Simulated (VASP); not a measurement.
Write the native input for VASP 6.6.1 that does the following.

```
Task                   : relaxation of cell and atoms
Functional             : PBEsol
Potentials or basis    : VASP PAW PBE potentials, release 64 (Ni, O)
Cutoff                 : 600 eV
k mesh                 : 11 × 11 × 11
Occupations            : fermi-dirac, width 0.05 eV
Spin                   : collinear spin, ferromagnetic start
Starting moments       : [1.0, 0.0] μB
Dipole correction      : no
Further INCAR settings : ALGO = Normal; EDIFF = 1e-06; IBRION = 2; EDIFFG = -0.02; NSW = 80; ISIF = 3
```

The structure of NiO lies in POSCAR:

```
NiO
1.0
    0.0000000000      2.0859016414      2.0859016414
    2.0859016414      0.0000000000      2.0859016414
    2.0859016414      2.0859016414      0.0000000000
Ni O
1 1
Direct
    0.0000000000      0.0000000000      0.0000000000
    0.5000000000      0.5000000000      0.5000000000
```

One way to write it, as run:

INCAR

```
PREC = Accurate ; ENCUT = 600
EDIFF = 1E-6 ; ISMEAR = -1
SIGMA = 0.05 ; LREAL = F
LASPH = T ; NELM = 150
ALGO = Normal ; ISIF = 3
LWAVE = F ; LCHARG = F
ISPIN = 2 ; MAGMOM = 1 0
LORBIT = 11 ; LMAXMIX = 4
GGA = PS ; IBRION = 2
NSW = 80 ; EDIFFG = -0.02
```

KPOINTS

```
regular mesh
0
Gamma
  11 11 11
```

Potentials or basis: VASP PAW PBE potentials, release 64 (Ni, O).

Run with:

```console
$ cat potpaw_PBE.64/Ni/POTCAR potpaw_PBE.64/O/POTCAR > POTCAR
$ mpirun -np 1 vasp_std > vasp.out
```

It gave:

The relaxed volume is 8.71 Å³/atom. The relaxed cell is a = 2.910 Å, b = 2.910 Å, c = 2.910 Å, α = 60.00°, β = 60.00°, γ = 60.00°, the space group after relaxing (to 0.1 Å) is Fm-3m (No. 225) and the energy gained by relaxing is 9.3 meV/atom. The ionic steps are 3, the pressure after relaxing is 0.1 GPa and the net moment is 1.24 μB per cell. The site moments are Ni +1.03; O +0.17 μB. The valence electrons inside the program's atomic spheres are Ni 9.12; O 4.95.

Caveat: the PAW data sets were made with another functional, which shifts forces and pressure a little; a cell with one magnetic atom can't hold antiferromagnetic order, which such compounds often take.

Wall time 2.1 min on 1 thread of Intel Xeon 8259CL, with other jobs on the host, peak memory 0.17 GiB.
